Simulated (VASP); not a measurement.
Input of a VASP 6.6.1 run:

INCAR

```
SYSTEM = P
  PREC = Accurate
  ENCUT = 520
  EDIFF = 1E-6
  ISMEAR = -1
  SIGMA = 0.08
  LREAL = .False.
  LASPH = .True.
  NELM = 60
  ALGO = Normal
  ISIF = 2
  LWAVE = .False.
  LCHARG = .True.
  GGA = PE
  LELF = .True.
  LVHAR = .True.
  NBANDS = 8
```

The input KPOINTS:

```
Automatic mesh
0
Gamma
  14 14 13
  0 0 0
```

POSCAR

```
P
1.0
    4.2729048574      0.0000000000      0.0000000000
    0.0000000000      4.2729048574      0.0000000000
    0.0000000000      0.0000000000      4.3780000000
P
1
Direct
    0.0000000000      0.0000000000      0.0000000000
```

Potentials or basis: VASP PAW PBE potentials, release 64 (P).

Launch:

```sh
$ cat potpaw_PBE.64/P/POTCAR > POTCAR
$ mpirun -np 1 vasp_std > vasp.out
```

Q: Predict the band gap on the k mesh.

A: Zero (an odd number of electrons rules out a gap without spin polarisation).

Q: Estimate the pressure.

A: -3.5 GPa.

Stress tensor (GPa, compression positive):
```
-3.66  0.00  0.00
 0.00 -3.66  0.00
 0.00  0.00 -3.25
```

Caveat: the cell stands under tension.
